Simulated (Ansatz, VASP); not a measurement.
## Two plane-wave programs on TiSe2

INCAR

```
PREC = Accurate
ENCUT = 500
EDIFF = 1E-7
ISMEAR = -1
SIGMA = 0.15
LREAL = F
LASPH = T
NELM = 120
ALGO = Normal
ISIF = 3
LWAVE = F
LCHARG = F
IBRION = 2
NSW = 80
EDIFFG = -0.001
GGA_COMPAT = F
NELMIN = 4
```

The input KPOINTS:

```
regular mesh
0
Gamma
  15 15 8
```

The input POSCAR:

```
TiSe2
1.0
    3.4376057630      0.0000000000      0.0000000000
   -1.7188028815      2.9770539189      0.0000000000
    0.0000000000      0.0000000000      5.8121224868
Ti Se
1 2
Direct
    0.0000000000      0.0000000000      0.0000000000
    0.3333333333      0.6666666667      0.2647245737
    0.6666666667      0.3333333333      0.7352754263
```

Input for Ansatz:

```yaml
crystal:
  lattice:
    - [3.437605763, 0.0, 0.0]
    - [-1.7188028815, 2.9770539189, 0.0]
    - [0.0, 0.0, 5.8121224868]
  atoms:
    - { symbol: Ti, position: [0.0, 0.0, 0.0] }
    - { symbol: Se, position: [0.3333333333, 0.6666666667, 0.2647245737] }
    - { symbol: Se, position: [0.6666666667, 0.3333333333, 0.7352754263] }
basis:
  ecutwfc: 420
kpoints:
  mp_grid: { grid: [15, 15, 8] }
hamiltonian:
  xc: lda
scf:
  occupations: { method: fermi_dirac, width: 0.15 }
output:
  forces: true
  stress: true
  eigenvalues: true
relax:
  adjacent_minimum: "off"
  f_tol: 0.001
  max_steps: 60
  cell: { stress_tol: 0.01 }
```

Alike in both runs: task relaxation of cell and atoms; functional LDA; k mesh 15 × 15 × 8; occupations fermi-dirac, width 0.15 eV; no spin polarisation.

```csv
,VASP,Ansatz
version,VASP 6.6.1,Ansatz 0.2.0
potentials or method,"VASP PAW LDA potentials, release 64 (Ti_sv, Se), cutoff 500 eV","scalar-relativistic, plane waves, PAW"
valence electrons in the cell,24,44
```

Ansatz gave:

| Quantity | Value |
| --- | --- |
| gap on the k mesh at the Fermi level, each at its own relaxed structure (eV) | none |
| relaxed volume (Å³/atom) | 19.80 |
| relaxed length of the cell vector where the two differ most in proportion (Å) | 3.437 |

Task: Estimate VASP's values.

Result: gap on the k mesh at the Fermi level, each at its own relaxed structure (eV): none; relaxed volume (Å³/atom): 19.83; relaxed length of the cell vector where the two differ most in proportion (Å): 3.439.

LDA's correlation is that of Perdew and Zunger in VASP and of Perdew and Wang (1992) in Ansatz. A gap of «none» marks a metal or a gap that the smearing closes. VASP's potentials hold 24 valence electrons a cell and Ansatz's 44, so a difference there can come from the potentials and not from the codes.
